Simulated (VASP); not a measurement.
# PbSe (I4/mmm) in VASP: further runs, part 2 of 3

VASP 6.6.1. Earlier steps stand in the parts before.

## (3) Single point, PBE

This run uses another cell than the first one, of the same volume but with other edges.

INCAR

```
PREC = Accurate
ENCUT = 520
EDIFF = 1E-7
ISMEAR = 0
SIGMA = 0.03
LREAL = F
LASPH = T
NELM = 80
ALGO = Normal
ISIF = 2
LWAVE = F
LCHARG = F
GGA = PE
NBANDS = 17
```

KPOINTS

```
Automatic mesh
0
Gamma
  10 10 10
```

POSCAR

```
PbSe
1.0
    0.0000000000      3.3265566725      2.5947142045
    3.3265566725      0.0000000000      2.5947142045
    3.3265566725      3.3265566725      0.0000000000
Pb Se
1 1
Direct
    0.0000000000      0.0000000000      0.0000000000
    0.5000000000      0.5000000000      0.5000000000
```

Potentials or basis: VASP PAW PBE potentials, release 64 (Pb_d, Se).

On the command line:

```sh
cat potpaw_PBE.64/Pb_d/POTCAR potpaw_PBE.64/Se/POTCAR > POTCAR
mpirun -np 1 vasp_std > vasp.out
```

OUTCAR:

```text
PREC = Accurate
   ENCUT = 520
   EDIFF = 1E-7
   ISMEAR = 0
   LREAL = F
   LASPH = T
   NELM = 80
   ISIF = 2
   GGA = PE

 ion  position               nearest neighbor table
   1  0.000  0.000  0.000-   2 2.59   2 2.59   2 3.33   2 3.33   2 3.33   2 3.33
   2  0.500  0.500  0.500-   1 2.59   1 2.59   1 3.33   1 3.33   1 3.33   1 3.33

  LATTYP: Found a body centered tetragonal cell.
 ALAT       =     4.7044615623
 C/A-ratio  =     1.1030865786

  Lattice vectors:

 A1 = (   0.0000000000,  -3.3265566725,  -2.5947142045)
 A2 = (   0.0000000000,   3.3265566725,  -2.5947142045)
 A3 = (   3.3265566725,   0.0000000000,   2.5947142045)

Analysis of symmetry for initial positions (statically):
=====================================================================
 Subroutine PRICEL returns:
 Original cell was already a primitive cell.

 Routine SETGRP: Setting up the symmetry group for a
 body centered tetragonal supercell.

 Subroutine GETGRP returns: Found 16 space group operations
 (whereof 16 operations were pure point group operations)
 out of a pool of 16 trial point group operations.

The static configuration has the point symmetry D_4h.

Analysis of symmetry for dynamics (positions and initial velocities):
=====================================================================
 Subroutine PRICEL returns:
 Original cell was already a primitive cell.

 Routine SETGRP: Setting up the symmetry group for a
 body centered tetragonal supercell.

 Subroutine GETGRP returns: Found 16 space group operations
 (whereof 16 operations were pure point group operations)
 out of a pool of 16 trial point group operations.

The dynamic configuration has the point symmetry D_4h.

 Subroutine INISYM returns: Found 16 space group operations
 (whereof 16 operations are pure point group operations),
[... 104 lines left out ...]
   POTIM  = 0.5000    time-step for ionic-motion
   TEBEG  =    0.0;   TEEND  =   0.0 temperature during run
   PSTRESS=    0.0 pullay stress
   NELECT =      20.0000    total number of electrons
   NUPDOWN=      -1.0000    fix difference up-down
   EMIN   =  10.00;   EMAX   =-10.00  energy-range for DOS
   EFERMI =   0.00;   METHOD = LEGACY
   ISMEAR =     0;   SIGMA  =   0.03  broadening in eV -4-tet -1-fermi 0-gaus
   EFERMI_NEDOS =   21; number of points for ismear=-14 and -15
   IALGO  =     38    algorithm
   IMIX   =      4    mixing-type and parameters
     AMIX     =   0.40;   BMIX     =  1.00
     AMIX_MAG =   1.60;   BMIX_MAG =  1.00
  volume/ion in A,a.u.               =      28.71       193.77
  Fermi-wavevector in a.u.,A,eV,Ry     =   1.151812  2.176610 18.050462  1.326672
  Thomas-Fermi vector in A             =   2.288467
   LORBIT       =      0    0 simple, 1 ext, 2 COOP (PROOUT), +10 PAW based schemes
   GGA     = PE    functional components
   LHFCALC =     F    Hartree Fock is set to
   AEXX    =    0.0000 exact exchange contribution
   IVDW    =     0    specifies the selected vdW correction
   LEPSILON=     F    determine dielectric tensor
   LRPA    =     F    only Hartree local field effects (RPA)
 non-spin polarized calculation
 Gauss-broadening in eV      SIGMA  =   0.03
  energy-cutoff  :      520.00
  volume of cell :       57.43
 maximum number of plane-waves:      1562
   NGX = 15   NGY = 15   NGZ = 17

 number of electron      20.0000000 magnetization

 Free energy of the ion-electron system (eV)
  ---------------------------------------------------
  ext. energy  EPLUGINS =         0.00000000
  ---------------------------------------------------
  free energy    TOTEN  =        -6.99653347 eV

  energy without entropy =       -6.99594971  energy(sigma->0) =       -6.99624159

 E-fermi :   5.9056     XC(G=0):  -9.4647

 val. band max:        5.9040531047   @ k =   0.4000   0.0000   0.1000
 cond. band min:       5.9306325686   @ k =   0.3000   0.0000   0.0000
 fundamental gap:      0.0265794640
 Fermi energy:         5.9056360430

 k-point     1 :       0.0000    0.0000    0.0000
  band No.  band energies     occupation
      1     -12.0730      2.00000
      2     -11.8509      2.00000
      3     -11.8256      2.00000
      4     -11.8196      2.00000
      5     -11.8196      2.00000
      6      -8.7767      2.00000
[... 457 lines left out ...]
      4     -11.7793      2.00000
      5     -11.7766      2.00000
      6      -7.4697      2.00000
[... 9 lines left out ...]
     16      14.7038      0.00000
     17      17.4270      0.00000

 [... further k-points ...]
[... 5 lines left out ...]
  --------------------------------------------------------------------------------------
  -------------------------------------------------------------------------------------
  Total       -0.7888042     -0.7888042     13.3312613      0.0000000      0.0000000      0.0000000
  in kB      -22.0074838    -22.0074838    371.9396223      0.0000000      0.0000000      0.0000000
  external PRESSURE =     109.3082182 kB  Pullay stress =       0.0000000 kB

 VOLUME and BASIS-vectors are now :
 -----------------------------------------------------------------------------
  energy-cutoff  :      520.00
  volume of cell :       57.43
      direct lattice vectors                 reciprocal lattice vectors
     0.000000000  3.326556673  2.594714204    -0.150305571  0.150305571  0.192699450
     3.326556673  0.000000000  2.594714204     0.150305571 -0.150305571  0.192699450
     3.326556673  3.326556673  0.000000000     0.150305571  0.150305571 -0.192699450

 POSITION                                       TOTAL-FORCE (eV/Angst)
 -----------------------------------------------------------------------------------
      0.00000      0.00000      0.00000        -0.000000      0.000000      0.000000
      3.32656      3.32656      2.59471         0.000000     -0.000000     -0.000000
 -----------------------------------------------------------------------------------
    total drift:                                0.000000     -0.000000     -0.000000

  FREE ENERGIE OF THE ION-ELECTRON SYSTEM (eV)
  ---------------------------------------------------
  free  energy   TOTEN  =        -6.9965334661 eV

  energy  without entropy=       -6.9959497065  energy(sigma->0) =       -6.99624159
```

OSZICAR:

```text
N       E                     dE             d eps       ncg     rms          rms(c)
DAV:   1     0.161133124535E+03    0.16113E+03   -0.95665E+03  3476   0.120E+03
DAV:   2     0.475642950908E+01   -0.15638E+03   -0.15116E+03  3662   0.308E+02
DAV:   3    -0.703238454371E+01   -0.11789E+02   -0.11613E+02  4576   0.905E+01
DAV:   4    -0.731429151992E+01   -0.28191E+00   -0.28162E+00  4313   0.157E+01
DAV:   5    -0.732400145727E+01   -0.97099E-02   -0.97088E-02  4944   0.286E+00    0.403E+00
DAV:   6    -0.700597500291E+01    0.31803E+00   -0.71352E-01  5230   0.675E+00    0.240E+00
DAV:   7    -0.699602437556E+01    0.99506E-02   -0.14346E-01  4141   0.213E+00    0.115E+00
DAV:   8    -0.699711273402E+01   -0.10884E-02   -0.17703E-02  4362   0.129E+00    0.122E-01
DAV:   9    -0.699648886428E+01    0.62387E-03   -0.40037E-03  4998   0.527E-01    0.585E-02
DAV:  10    -0.699652003527E+01   -0.31171E-04   -0.31666E-04  4039   0.117E-01    0.218E-02
DAV:  11    -0.699653258848E+01   -0.12553E-04   -0.42765E-05  4872   0.535E-02    0.484E-03
DAV:  12    -0.699653322556E+01   -0.63708E-06   -0.29076E-06  4508   0.163E-02    0.223E-03
DAV:  13    -0.699653346953E+01   -0.24397E-06   -0.22547E-07  4135   0.487E-03    0.658E-04
DAV:  14    -0.699653346607E+01    0.34593E-08   -0.64749E-08  3144   0.258E-03
   1 F= -.69965335E+01 E0= -.69962416E+01  d E =-.583760E-03
```

stdout:

```text
POSCAR found type information on POSCAR PbSe
 POSCAR found :  2 types and       2 ions
 scaLAPACK will be used
 LDA part: xc-table for (Slater+PW92), standard interpolation
 POSCAR, INCAR and KPOINTS ok, starting setup
 FFT: planning ... GRIDC
 FFT: planning ... GRID_SOFT
 FFT: planning ... GRID
 WAVECAR not read
 entering main loop
```

Wall time 35 s (1 thread of Intel Xeon 6975P-C (Granite Rapids), shared host); peak memory 0.25 GiB.

Results:

```
Free energy            : -6.9965 eV
Pressure               : 10.9 GPa
Band gap on the k mesh : zero (band 10 reaches 6.23 eV, above the bottom of band 11 at 5.65 eV)
```

Caveat: spin-orbit coupling is left out, which moves the levels of the heavy elements.

## (4) Single point, PBE

This run uses another cell than the first one, of the same volume but with other edges.

INCAR

```
SYSTEM = PbSe
PREC = Accurate ; ENCUT = 520
EDIFF = 1E-7 ; ISMEAR = 0
SIGMA = 0.03 ; LREAL = .False.
LASPH = .True. ; NELM = 100
ALGO = Normal ; ISIF = 2
LWAVE = .False. ; LCHARG = .False.
GGA = PE ; NBANDS = 17
```

KPOINTS

```
Automatic mesh
0
Gamma
  10 10 10
  0 0 0
```

POSCAR

```
PbSe
1.0
    0.0000000000      2.8057265606      3.6474445287
    2.8057265606      0.0000000000      3.6474445287
    2.8057265606      2.8057265606      0.0000000000
Pb Se
1 1
Direct
    0.0000000000      0.0000000000      0.0000000000
    0.5000000000      0.5000000000      0.5000000000
```

Potentials or basis: VASP PAW PBE potentials, release 64 (Pb_d, Se).

On the command line:

```sh
cat potpaw_PBE.64/Pb_d/POTCAR potpaw_PBE.64/Se/POTCAR > POTCAR
mpirun -np 1 vasp_std > vasp.out
```

OUTCAR:

```text
SYSTEM = PbSe
   PREC = Accurate
   ENCUT = 520
   EDIFF = 1E-7
   ISMEAR = 0
   LREAL = .False.
   LASPH = .True.
   NELM = 100
   ISIF = 2
   GGA = PE

 ion  position               nearest neighbor table
   1  0.000  0.000  0.000-   2 2.81   2 2.81   2 2.81   2 2.81
   2  0.500  0.500  0.500-   1 2.81   1 2.81   1 2.81   1 2.81

  LATTYP: Found a body centered tetragonal cell.
 ALAT       =     3.9678965543
 C/A-ratio  =     1.8384776310

  Lattice vectors:

 A1 = (  -2.8057265606,   0.0000000000,   3.6474445287)
 A2 = (   2.8057265606,   0.0000000000,   3.6474445287)
 A3 = (   0.0000000000,   2.8057265606,  -3.6474445287)

Analysis of symmetry for initial positions (statically):
=====================================================================
 Subroutine PRICEL returns:
 Original cell was already a primitive cell.

 Routine SETGRP: Setting up the symmetry group for a
 body centered tetragonal supercell.

 Subroutine GETGRP returns: Found 16 space group operations
 (whereof 16 operations were pure point group operations)
 out of a pool of 16 trial point group operations.

The static configuration has the point symmetry D_4h.
[... 156 lines left out ...]
  ext. energy  EPLUGINS =         0.00000000
  ---------------------------------------------------
  free energy    TOTEN  =        -7.39097778 eV

  energy without entropy =       -7.39092914  energy(sigma->0) =       -7.39095346

 E-fermi :   5.5565     XC(G=0):  -9.4191

 val. band max:        5.5098411071   @ k =   0.5000  -0.0000   0.1000
 cond. band min:       5.6035159350   @ k =  -0.4000   0.0000   0.1000
 fundamental gap:      0.0936748279
 Fermi energy:         5.5565126779

 k-point     1 :       0.0000    0.0000    0.0000
  band No.  band energies     occupation
      1     -11.9020      2.00000
      2     -11.7335      2.00000
      3     -11.7335      2.00000
      4     -11.7099      2.00000
      5     -11.6757      2.00000
      6      -8.8276      2.00000
[... 457 lines left out ...]
      4     -11.7087      2.00000
      5     -11.6792      2.00000
      6      -8.3065      2.00000
[... 9 lines left out ...]
     16      15.5178      0.00000
     17      17.4160      0.00000

 [... further k-points ...]
[... 5 lines left out ...]
  --------------------------------------------------------------------------------------
  -------------------------------------------------------------------------------------
  Total        6.4294678      6.4294678     -1.4962994      0.0000000      0.0000000      0.0000000
  in kB      179.3809118    179.3809118    -41.7464656      0.0000000      0.0000000      0.0000000
  external PRESSURE =     105.6717860 kB  Pullay stress =       0.0000000 kB

 VOLUME and BASIS-vectors are now :
 -----------------------------------------------------------------------------
  energy-cutoff  :      520.00
  volume of cell :       57.43
      direct lattice vectors                 reciprocal lattice vectors
     0.000000000  2.805726561  3.647444529    -0.178206960  0.178206960  0.137082277
     2.805726561  0.000000000  3.647444529     0.178206960 -0.178206960  0.137082277
     2.805726561  2.805726561  0.000000000     0.178206960  0.178206960 -0.137082277

 POSITION                                       TOTAL-FORCE (eV/Angst)
 -----------------------------------------------------------------------------------
      0.00000      0.00000      0.00000        -0.000000      0.000000      0.000000
      2.80573      2.80573      3.64744         0.000000     -0.000000      0.000000
 -----------------------------------------------------------------------------------
    total drift:                               -0.000000      0.000000      0.000000

  FREE ENERGIE OF THE ION-ELECTRON SYSTEM (eV)
  ---------------------------------------------------
  free  energy   TOTEN  =        -7.3909777756 eV

  energy  without entropy=       -7.3909291400  energy(sigma->0) =       -7.39095346
```

OSZICAR:

```text
N       E                     dE             d eps       ncg     rms          rms(c)
DAV:   1     0.158687532000E+03    0.15869E+03   -0.95969E+03  3468   0.120E+03
DAV:   2     0.399437911426E+01   -0.15469E+03   -0.14938E+03  3749   0.306E+02
DAV:   3    -0.746139613043E+01   -0.11456E+02   -0.11344E+02  4431   0.897E+01
DAV:   4    -0.774039355221E+01   -0.27900E+00   -0.27866E+00  4385   0.157E+01
DAV:   5    -0.775008932274E+01   -0.96958E-02   -0.96952E-02  4900   0.282E+00    0.357E+00
DAV:   6    -0.740755495459E+01    0.34253E+00   -0.74594E-01  5248   0.670E+00    0.210E+00
DAV:   7    -0.739005882779E+01    0.17496E-01   -0.15647E-01  4059   0.224E+00    0.103E+00
DAV:   8    -0.739096623660E+01   -0.90741E-03   -0.16626E-02  4338   0.141E+00    0.811E-02
DAV:   9    -0.739090333662E+01    0.62900E-04   -0.16044E-03  4754   0.450E-01    0.493E-02
DAV:  10    -0.739096488996E+01   -0.61553E-04   -0.20753E-04  4049   0.110E-01    0.212E-02
DAV:  11    -0.739097795350E+01   -0.13064E-04   -0.67309E-05  4602   0.828E-02    0.130E-02
DAV:  12    -0.739097783008E+01    0.12342E-06   -0.41978E-06  4504   0.151E-02    0.498E-03
DAV:  13    -0.739097771558E+01    0.11450E-06   -0.59383E-07  3950   0.386E-03    0.108E-03
DAV:  14    -0.739097777564E+01   -0.60060E-07   -0.98885E-08  2875   0.408E-03
   1 F= -.73909778E+01 E0= -.73909535E+01  d E =-.486357E-04
```

Wall time 42 s (1 thread of Intel Xeon 6975P-C (Granite Rapids), shared host); peak memory 0.25 GiB.

What came out:

```
Free energy            : -7.3910 eV
Pressure               : 10.6 GPa
Band gap on the k mesh : zero (band 10 reaches 5.83 eV, above the bottom of band 11 at 5.51 eV)
```

Levels at points of the mesh, in eV from the Fermi level:
| k point | band 6 | band 7 | band 8 | band 9 | band 10 | band 11 | band 12 | band 13 | band 14 | band 15 |
| --- | --- | --- | --- | --- | --- | --- | --- | --- | --- | --- |
| (0.00, 0.00, 0.00) | -14.38 | -6.30 | -3.11 | -3.11 | -2.05 | 2.22 | 4.33 | 5.27 | 6.39 | 6.39 |
| (0.50, 0.00, 0.00) | -13.30 | -9.66 | -2.42 | -1.63 | -0.42 | 0.42 | 1.21 | 1.92 | 7.69 | 9.45 |
| (0.50, 0.50, 0.00) | -13.77 | -6.66 | -5.27 | -3.58 | -3.58 | 3.88 | 3.91 | 6.43 | 6.43 | 11.54 |
| (0.50, 0.00, 0.50) | -12.32 | -8.01 | -5.91 | -5.25 | -2.74 | 2.53 | 3.18 | 6.55 | 7.80 | 8.16 |

Caveat: spin-orbit coupling is left out, which moves the levels of the heavy elements.

(Continued in part 3 of 3.)
